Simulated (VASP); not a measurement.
# Cu32O15F (a cell with a defect) in VASP: single point with PBE

Aim: the single point of Cu32O15F (a cell with a defect) with PBE.

Everything below comes from runs of VASP 6.6.1. Logs are shortened: lines on timing, memory, paths and dates and some standing lists are left out, and cuts for length are marked.

### Step 1. The cell of the first run

The cell holds a defect, 48 atoms: a = 8.520 Å, b = 8.520 Å, c = 8.520 Å, α = 90.00°, β = 90.00°, γ = 90.00°.

### Step 2. Single point, PBE

The input, INCAR:

```
SYSTEM = Cu32O15F
PREC     = Accurate       ! precision mode
ENCUT    = 520            ! plane-wave cutoff, eV
EDIFF    = 1E-7           ! SCF threshold, eV
ISMEAR   = -1             ! smearing method
SIGMA    = 0.01           ! smearing width, eV
LREAL    = Auto         
LASPH    = .True.         ! aspherical terms in the spheres
NELM     = 100            ! most SCF steps
ALGO     = Normal         ! electronic algorithm
ISIF     = 2              ! what is computed and relaxed
LWAVE    = .False.        ! write WAVECAR
LCHARG   = .True.         ! write CHGCAR
GGA      = PE             ! functional
LELF     = .True.         ! ELF
LVHAR    = .True.       
NBANDS   = 254            ! bands
NELECT   = 448.0        
LUSENCCL = .False.
```

The input, KPOINTS:

```
regular mesh
0
Gamma
  2 2 2
  0 0 0
```

The input, POSCAR:

```
Cu32O15F
1.0
    8.5200000000      0.0000000000      0.0000000000
    0.0000000000      8.5200000000      0.0000000000
    0.0000000000      0.0000000000      8.5200000000
Cu F O
32 1 15
Direct
    0.1250000000      0.1250000000      0.1250000000
    0.1250000000      0.1250000000      0.6250000000
    0.1250000000      0.6250000000      0.1250000000
    0.1250000000      0.6250000000      0.6250000000
    0.6250000000      0.1250000000      0.1250000000
    0.6250000000      0.1250000000      0.6250000000
    0.6250000000      0.6250000000      0.1250000000
    0.6250000000      0.6250000000      0.6250000000
    0.1250000000      0.3750000000      0.3750000000
    0.1250000000      0.3750000000      0.8750000000
    0.1250000000      0.8750000000      0.3750000000
    0.1250000000      0.8750000000      0.8750000000
    0.6250000000      0.3750000000      0.3750000000
    0.6250000000      0.3750000000      0.8750000000
    0.6250000000      0.8750000000      0.3750000000
    0.6250000000      0.8750000000      0.8750000000
    0.3750000000      0.3750000000      0.1250000000
    0.3750000000      0.3750000000      0.6250000000
    0.3750000000      0.8750000000      0.1250000000
    0.3750000000      0.8750000000      0.6250000000
    0.8750000000      0.3750000000      0.1250000000
    0.8750000000      0.3750000000      0.6250000000
    0.8750000000      0.8750000000      0.1250000000
    0.8750000000      0.8750000000      0.6250000000
    0.3750000000      0.1250000000      0.3750000000
    0.3750000000      0.1250000000      0.8750000000
    0.3750000000      0.6250000000      0.3750000000
    0.3750000000      0.6250000000      0.8750000000
    0.8750000000      0.1250000000      0.3750000000
    0.8750000000      0.1250000000      0.8750000000
    0.8750000000      0.6250000000      0.3750000000
    0.8750000000      0.6250000000      0.8750000000
    0.0000000000      0.0000000000      0.0000000000
    0.0000000000      0.0000000000      0.5000000000
    0.0000000000      0.5000000000      0.0000000000
    0.0000000000      0.5000000000      0.5000000000
    0.5000000000      0.0000000000      0.0000000000
    0.5000000000      0.0000000000      0.5000000000
    0.5000000000      0.5000000000      0.0000000000
    0.5000000000      0.5000000000      0.5000000000
    0.2500000000      0.2500000000      0.2500000000
    0.2500000000      0.2500000000      0.7500000000
    0.2500000000      0.7500000000      0.2500000000
    0.2500000000      0.7500000000      0.7500000000
    0.7500000000      0.2500000000      0.2500000000
    0.7500000000      0.2500000000      0.7500000000
    0.7500000000      0.7500000000      0.2500000000
    0.7500000000      0.7500000000      0.7500000000
```

Potentials or basis: VASP PAW PBE potentials, release 64 (Cu, F, O).

The run is started by

```
$ cat potpaw_PBE.64/Cu/POTCAR potpaw_PBE.64/F/POTCAR potpaw_PBE.64/O/POTCAR > POTCAR
$ mpirun -np 1 vasp_std > vasp.out
```

OUTCAR:

```text
SYSTEM = Cu32O15F
   PREC = Accurate
   ENCUT = 520
   EDIFF = 1E-7
   ISMEAR = -1
   LREAL = Auto
   LASPH = .True.
   NELM = 100
   ISIF = 2
   GGA = PE
   NELECT = 448.0

 ion  position               nearest neighbor table
   1  0.125  0.125  0.125-  33 1.84  41 1.84
   2  0.125  0.125  0.625-  34 1.84  42 1.84
   3  0.125  0.625  0.125-  35 1.84  43 1.84
   4  0.125  0.625  0.625-  36 1.84  44 1.84
   5  0.625  0.125  0.125-  37 1.84  45 1.84
   6  0.625  0.125  0.625-  38 1.84  46 1.84
[... 28 lines left out ...]
  35  0.000  0.500  0.000-   3 1.84  10 1.84  21 1.84  32 1.84
  36  0.000  0.500  0.500-   4 1.84   9 1.84  22 1.84  31 1.84
  37  0.500  0.000  0.000-   5 1.84  16 1.84  19 1.84  26 1.84
  38  0.500  0.000  0.500-   6 1.84  15 1.84  20 1.84  25 1.84
[... 8 lines left out ...]
  47  0.750  0.750  0.250-   7 1.84  15 1.84  23 1.84  31 1.84
  48  0.750  0.750  0.750-   8 1.84  16 1.84  24 1.84  32 1.84

  LATTYP: Found a simple cubic cell.
 ALAT       =     8.5200000000

  Lattice vectors:

 A1 = (   8.5200000000,   0.0000000000,   0.0000000000)
 A2 = (   0.0000000000,   8.5200000000,   0.0000000000)
 A3 = (   0.0000000000,   0.0000000000,   8.5200000000)

Analysis of symmetry for initial positions (statically):
=====================================================================
 Subroutine PRICEL returns:
 Original cell was already a primitive cell.

 Routine SETGRP: Setting up the symmetry group for a
 simple cubic supercell.

 Subroutine GETGRP returns: Found 24 space group operations
 (whereof 24 operations were pure point group operations)
 out of a pool of 48 trial point group operations.

The static configuration has the point symmetry T_d .

Analysis of symmetry for dynamics (positions and initial velocities):
=====================================================================
 Subroutine PRICEL returns:
 Original cell was already a primitive cell.

 Routine SETGRP: Setting up the symmetry group for a
 simple cubic supercell.

 Subroutine GETGRP returns: Found 24 space group operations
 (whereof 24 operations were pure point group operations)
 out of a pool of 48 trial point group operations.

The dynamic configuration has the point symmetry T_d .

 Subroutine INISYM returns: Found 24 space group operations
 (whereof 24 operations are pure point group operations),
 and found     1 'primitive' translations

----------------------------------------------------------------------------------------
[... 169 lines left out ...]
   NFREE  =      0    steps in history (QN), initial steepest desc. (CG)
   ISIF   =      2    stress and relaxation
   ISYM   =      2    0-nonsym 1-usesym 2-fastsym
   POTIM  = 0.5000    time-step for ionic-motion
   TEBEG  =    0.0;   TEEND  =   0.0 temperature during run
   PSTRESS=    0.0 pullay stress
   NELECT =     448.0000    total number of electrons
   NUPDOWN=      -1.0000    fix difference up-down
   EMIN   =  10.00;   EMAX   =-10.00  energy-range for DOS
   EFERMI =   0.00;   METHOD = LEGACY
   ISMEAR =    -1;   SIGMA  =   0.01  broadening in eV -4-tet -1-fermi 0-gaus
   EFERMI_NEDOS =   21; number of points for ismear=-14 and -15
   IALGO  =     38    algorithm
   IMIX   =      4    mixing-type and parameters
     AMIX     =   0.40;   BMIX     =  1.00
     AMIX_MAG =   1.60;   BMIX_MAG =  1.00
  volume/ion in A,a.u.               =      12.88        86.95
  Fermi-wavevector in a.u.,A,eV,Ry     =   1.470261  2.778391 29.411289  2.161669
  Thomas-Fermi vector in A             =   2.585540
   LORBIT       =      0    0 simple, 1 ext, 2 COOP (PROOUT), +10 PAW based schemes
   GGA     = PE    functional components
   LHFCALC =     F    Hartree Fock is set to
   AEXX    =    0.0000 exact exchange contribution
   IVDW    =     0    specifies the selected vdW correction
   LEPSILON=     F    determine dielectric tensor
   LRPA    =     F    only Hartree local field effects (RPA)
 non-spin polarized calculation
  energy-cutoff  :      520.00
  volume of cell :      618.47
 maximum number of plane-waves:     16663
 NGX is ok and might be reduce to    64
   NGX = 31   NGY = 31   NGZ = 31

 number of electron     448.0000775 magnetization

 Free energy of the ion-electron system (eV)
  ---------------------------------------------------
  ext. energy  EPLUGINS =         0.00000000
  ---------------------------------------------------
  free energy    TOTEN  =      -218.28737631 eV

  energy without entropy =     -218.28737630  energy(sigma->0) =     -218.28737630

 E-fermi :   4.9508     XC(G=0): -11.0189

 val. band max:        4.7796156075   @ k =   0.0000   0.0000   0.0000
 cond. band min:       5.1110723937   @ k =   0.0000   0.0000   0.0000
 fundamental gap:      0.3314567862
 Fermi energy:         4.9508460188

 k-point     1 :       0.0000    0.0000    0.0000
  band No.  band energies     occupation
      1     -23.0821      2.00000
      2     -15.3144      2.00000
      3     -15.1322      2.00000
      4     -14.9937      2.00000
      5     -14.9937      2.00000
      6     -14.9834      2.00000
[... 945 lines left out ...]
    235       7.5704      0.00000
    236       7.8516      0.00000
 [bands above 236 left out]

------------------------ aborting loop because EDIFF is reached ----------------------------------------

  FORCE on cell =-STRESS in cart. coord.  units (eV):
  Direction    XX          YY          ZZ          XY          YZ          ZX
  --------------------------------------------------------------------------------------
  -------------------------------------------------------------------------------------
  Total        8.7945717      8.7945717      8.7945717      0.0000000      0.0000000      0.0000000
  in kB       22.7827683     22.7827683     22.7827683      0.0000000      0.0000000      0.0000000
  external PRESSURE =      22.7827683 kB  Pullay stress =       0.0000000 kB

 VOLUME and BASIS-vectors are now :
 -----------------------------------------------------------------------------
  energy-cutoff  :      520.00
  volume of cell :      618.47
      direct lattice vectors                 reciprocal lattice vectors
     8.520000000  0.000000000  0.000000000     0.117370892  0.000000000  0.000000000
     0.000000000  8.520000000  0.000000000     0.000000000  0.117370892  0.000000000
     0.000000000  0.000000000  8.520000000     0.000000000  0.000000000  0.117370892

 POSITION                                       TOTAL-FORCE (eV/Angst)
 -----------------------------------------------------------------------------------
      1.06500      1.06500      1.06500         0.949505      0.949505      0.949505
      1.06500      1.06500      5.32500        -0.022607     -0.022607      0.071121
      1.06500      5.32500      1.06500        -0.022607      0.071121     -0.022607
      1.06500      5.32500      5.32500        -0.007722     -0.023449     -0.023449
      5.32500      1.06500      1.06500         0.071121     -0.022607     -0.022607
      5.32500      1.06500      5.32500        -0.023449     -0.007722     -0.023449
[... 40 lines left out ...]
      6.39000      6.39000      2.13000         0.045750      0.045750     -0.045750
      6.39000      6.39000      6.39000         0.040884      0.040884      0.040884
 -----------------------------------------------------------------------------------
    total drift:                                0.000000     -0.000000      0.000000

  FREE ENERGIE OF THE ION-ELECTRON SYSTEM (eV)
  ---------------------------------------------------
  free  energy   TOTEN  =      -218.2873763090 eV

  energy  without entropy=     -218.2873762994  energy(sigma->0) =     -218.28737630
```

It took 3.2 min on 1 × NVIDIA H100 80GB with 1 thread of Intel Xeon Platinum 8481C at 2.70GHz (Sapphire Rapids), shared host; peak memory 1.7 GiB.

What came out:

- Free energy: -218.2874 eV
- Largest force: 1.645 eV/Å

Forces on the atoms (eV/Å):
```
Cu   0.950  0.950  0.950
Cu  -0.023 -0.023  0.071
Cu  -0.023  0.071 -0.023
Cu  -0.008 -0.023 -0.023
Cu   0.071 -0.023 -0.023
Cu  -0.023 -0.008 -0.023
Cu  -0.023 -0.023 -0.008
Cu  -0.021 -0.021 -0.021
Cu  -0.008  0.023  0.023
Cu  -0.023 -0.071  0.023
Cu  -0.023  0.023 -0.071
Cu   0.950 -0.950 -0.950
Cu  -0.021  0.021  0.021
Cu  -0.023  0.023  0.008
Cu  -0.023  0.008  0.023
Cu   0.071  0.023  0.023
Cu   0.023  0.023 -0.008
Cu   0.021  0.021 -0.021
Cu  -0.071  0.023 -0.023
Cu   0.023  0.008 -0.023
Cu   0.023 -0.071 -0.023
Cu   0.008  0.023 -0.023
Cu  -0.950 -0.950  0.950
Cu   0.023  0.023  0.071
Cu   0.023 -0.008  0.023
Cu  -0.071 -0.023  0.023
Cu   0.021 -0.021  0.021
Cu   0.023 -0.023  0.008
Cu   0.023 -0.023 -0.071
Cu  -0.950  0.950 -0.950
Cu   0.008 -0.023  0.023
Cu   0.023  0.071  0.023
F    0.000  0.000  0.000
O    0.000  0.000  0.000
O    0.000  0.000  0.000
O    0.000  0.000  0.000
O    0.000  0.000  0.000
O    0.000  0.000  0.000
O    0.000  0.000  0.000
O    0.000  0.000  0.000
O   -0.046 -0.046 -0.046
O   -0.041 -0.041  0.041
O   -0.041  0.041 -0.041
O   -0.046  0.046  0.046
O    0.041 -0.041 -0.041
O    0.046 -0.046  0.046
O    0.046  0.046 -0.046
O    0.041  0.041  0.041
```

Caveat: the cell carries a net charge on a neutralising background, which shifts energy and pressure; the cell is charged against a uniform background, so pressure and absolute levels hang on convention.
